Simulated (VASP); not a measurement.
# BN (P6_3/mmc) in VASP: further runs, part 2 of 2

VASP 6.6.1.

## Step 4: Single point, r2SCAN

This run uses another cell than the first one, of 7.60 Å³/atom, 1.379 times its volume.

Input file POSCAR:

```
BN
1.0
    2.4795718258      0.0000000000      0.0000000000
   -1.2397859129      2.1473721917      0.0000000000
    0.0000000000      0.0000000000      5.7073706631
B N
2 2
Direct
    0.3333333333      0.6666666667      0.2500000000
    0.6666666667      0.3333333333      0.7500000000
    0.3333333333      0.6666666667      0.7500000000
    0.6666666667      0.3333333333      0.2500000000
```

Input file INCAR.step1:

```
SYSTEM = BN
PREC = Accurate
ENCUT = 520
ISMEAR = 0
SIGMA = 0.02
LREAL = .FALSE.
LASPH = .TRUE.
NELM = 60
NBANDS = 16
GGA = PE
ALGO = Normal
EDIFF = 1E-4
LWAVE = .TRUE.
LCHARG = .FALSE.
```

Input file INCAR.step2:

```
SYSTEM = BN
PREC = Accurate
ENCUT = 520
EDIFF = 1E-7
ISMEAR = 0
SIGMA = 0.02
LREAL = .FALSE.
LASPH = .TRUE.
NELM = 60
ALGO = Normal
ISIF = 2
LWAVE = .FALSE.
LCHARG = .FALSE.
METAGGA = R2SCAN
LMIXTAU = .TRUE.
NBANDS = 16
ISTART = 1
```

Input file KPOINTS:

```
regular mesh
0
G
  12 12 4
  0 0 0
```

Command:

```bash
$ cat potpaw_PBE.64/B/POTCAR potpaw_PBE.64/N/POTCAR > POTCAR
$ cp INCAR.step1 INCAR
$ mpirun -np 1 vasp_std > vasp.out
$ cp INCAR.step2 INCAR
$ mpirun -np 1 vasp_std > vasp.out
```

Run time: 47 s. Hardware: 1 thread of Intel Xeon 6975P-C (Granite Rapids), shared host; peak memory 0.15 GiB.

It converged, with:

- Free energy: -38.4083 eV
- Pressure: 12.5 GPa
- Band gap on the k mesh: 4.76 eV, indirect (least direct gap 5.01 eV)

Stress tensor (GPa, compression positive):
```
12.89  0.00  0.00
 0.00 12.89  0.00
 0.00  0.00 11.64
```

Levels at points of the mesh, in eV from the valence-band top:
```tsv
k point	band 5	band 6	band 7	band 8	band 9	band 10	band 11	band 12
(0.00, 0.00, 0.00)	-1.46	-1.46	-1.30	-1.30	7.08	12.29	12.29	12.69
(0.50, 0.00, 0.00)	-4.51	-4.27	-2.22	-0.22	4.79	7.31	10.61	10.72
(0.00, 0.00, 0.50)	-1.38	-1.38	-1.38	-1.38	10.45	10.45	12.48	12.48
(0.50, 0.00, 0.50)	-4.39	-4.39	-1.06	-1.06	5.32	5.32	10.95	10.95
```

Caveat: the PAW data sets were made with another functional, which shifts forces and pressure a little. r2SCAN opens gaps a little over a GGA but as a rule still falls short of measured ones.

## Step 5: Single point, r2SCAN

This run uses another cell than the first one, of 6.19 Å³/atom, 1.123 times its volume.

Input file POSCAR:

```
BN
1.0
    2.4365401756      0.0000000000      0.0000000000
   -1.2182700878      2.1101056894      0.0000000000
    0.0000000000      0.0000000000      4.8142956560
B N
2 2
Direct
    0.3333333333      0.6666666667      0.2500000000
    0.6666666667      0.3333333333      0.7500000000
    0.3333333333      0.6666666667      0.7500000000
    0.6666666667      0.3333333333      0.2500000000
```

Input file INCAR.step1:

```
SYSTEM = BN
PREC = Accurate
ENCUT = 520
ISMEAR = 0
SIGMA = 0.02
LREAL = .False.
LASPH = .True.
NELM = 80
NBANDS = 16
GGA = PE
ALGO = Normal
EDIFF = 1E-4
LWAVE = .True.
LCHARG = .False.
```

Input file INCAR.step2:

```
SYSTEM = BN
PREC = Accurate
ENCUT = 520
EDIFF = 1E-6
ISMEAR = 0
SIGMA = 0.02
LREAL = .False.
LASPH = .True.
NELM = 80
ALGO = Normal
ISIF = 2
LWAVE = .False.
LCHARG = .False.
METAGGA = R2SCAN
LMIXTAU = .True.
NBANDS = 16
ISTART = 1
```

Input file KPOINTS:

```
Automatic mesh
0
Gamma
  12 12 6
  0 0 0
```

Command:

```bash
$ cat potpaw_PBE.64/B/POTCAR potpaw_PBE.64/N/POTCAR > POTCAR
$ cp INCAR.step1 INCAR
$ mpirun -np 1 vasp_std > vasp.out
$ cp INCAR.step2 INCAR
$ mpirun -np 1 vasp_std > vasp.out
```

Wall time 44 s (1 thread of Intel Xeon 6975P-C (Granite Rapids), shared host); peak memory 0.14 GiB.

Results (log left out):

- Free energy: -37.4284 eV
- Pressure: 50.7 GPa
- Band gap on the k mesh: 4.47 eV, indirect (least direct gap 5.29 eV)

Stress tensor (GPa, compression positive):
```
51.19  0.00  0.00
 0.00 51.19  0.00
 0.00  0.00 49.67
```

Levels at points of the mesh, in eV from the valence-band top:
| k point | band 4 | band 5 | band 6 | band 7 | band 8 | band 9 | band 10 | band 11 | band 12 | band 13 |
| --- | --- | --- | --- | --- | --- | --- | --- | --- | --- | --- |
| (0.00, 0.00, 0.00) | -2.20 | -2.20 | -1.75 | -1.65 | -1.65 | 9.58 | 11.69 | 11.69 | 12.80 | 12.80 |
| (0.50, 0.00, 0.00) | -10.00 | -5.51 | -4.71 | -4.13 | -0.87 | 5.25 | 8.99 | 9.85 | 11.59 | 16.36 |
| (0.00, 0.00, 0.50) | -6.16 | -1.93 | -1.93 | -1.93 | -1.93 | 12.19 | 12.19 | 12.19 | 12.19 | 13.31 |
| (0.50, 0.00, 0.50) | -10.52 | -5.13 | -5.13 | -1.60 | -1.60 | 5.13 | 5.13 | 10.93 | 10.93 | 17.54 |

Caveat: the PAW data sets were made with another functional, which shifts forces and pressure a little. r2SCAN opens gaps a little over a GGA but as a rule still falls short of measured ones.

## Step 6: Single point, r2SCAN

This run uses another cell than the first one, of 6.19 Å³/atom, 1.123 times its volume.

POSCAR is that of step 5.

Input file INCAR.step1:

```
ALGO = Normal ; EDIFF = 1E-4
ENCUT = 520 ; GGA = PE
ISMEAR = 0 ; LASPH = True
LCHARG = False ; LREAL = False
LWAVE = True ; NBANDS = 16
NELM = 80 ; PREC = Accurate
SIGMA = 0.02
```

Input file INCAR.step2:

```
ALGO = Normal ; EDIFF = 1E-7
ENCUT = 520 ; ISIF = 2
ISMEAR = 0 ; ISTART = 1
LASPH = True ; LCHARG = False
LMIXTAU = True ; LREAL = False
LWAVE = False ; METAGGA = R2SCAN
NBANDS = 16 ; NELM = 80
PREC = Accurate ; SIGMA = 0.02
```

Input file KPOINTS:

```
k-points
0
Gamma
  12 12 6
```

Potentials or basis: VASP PAW PBE potentials, release 64 (B, N).

Command:

```bash
$ cat potpaw_PBE.64/B/POTCAR potpaw_PBE.64/N/POTCAR > POTCAR
$ cp INCAR.step1 INCAR
$ mpirun -np 1 vasp_std > vasp.out
$ cp INCAR.step2 INCAR
$ mpirun -np 1 vasp_std > vasp.out
```

It took 45 s on 1 thread of Intel Xeon 6975P-C (Granite Rapids), shared host; peak memory 0.15 GiB.

It converged, with:

```
Free energy            : -37.4284 eV
Pressure               : 50.7 GPa
Band gap on the k mesh : 4.47 eV, indirect (least direct gap 5.29 eV)
```

Stress tensor (GPa, compression positive):
```
51.19  0.00  0.00
 0.00 51.19  0.00
 0.00  0.00 49.67
```

Levels at points of the mesh, in eV from the valence-band top:
```
           k point  band 4  band 5  band 6  band 7  band 8  band 9  band 10  band 11  band 12  band 13
(0.00, 0.00, 0.00)   -2.20   -2.20   -1.75   -1.65   -1.65    9.58    11.69    11.69    12.80    12.80
(0.50, 0.00, 0.00)  -10.00   -5.51   -4.71   -4.13   -0.87    5.25     8.99     9.85    11.59    16.36
(0.00, 0.00, 0.50)   -6.16   -1.93   -1.93   -1.93   -1.93   12.19    12.19    12.19    12.19    13.31
(0.50, 0.00, 0.50)  -10.52   -5.13   -5.13   -1.60   -1.60    5.13     5.13    10.93    10.93    17.54
```

Caveat: the PAW data sets were made with another functional, which shifts forces and pressure a little. A k mesh can miss the band edges.

## Step 7: Summary

| cell | k mesh | gap on the mesh (eV) | pressure (GPa) |
| --- | --- | --- | --- |
| a = 2.407, b = 2.407, c = 4.393 Å, angles 90.0, 90.0, 120.0°, 4 atoms | 12 × 12 × 6 | 4.29 | 90.8 |
| a = 2.480, b = 2.480, c = 5.707 Å, angles 90.0, 90.0, 120.0°, 4 atoms | 12 × 12 × 4 | 4.76 | 12.5 |
| a = 2.437, b = 2.437, c = 4.814 Å, angles 90.0, 90.0, 120.0°, 4 atoms | 12 × 12 × 6 | 4.47 | 50.7 |

Alike in all rows: task single point; level r2SCAN; potentials or basis VASP PAW PBE potentials, release 64 (B, N); no spin polarisation; cutoff (eV) 520; smearing gaussian 0.02 eV.

Caveats: the PAW data sets were made with another functional, which shifts forces and pressure a little.

Absolute energies hang on the potentials; compare differences alone.
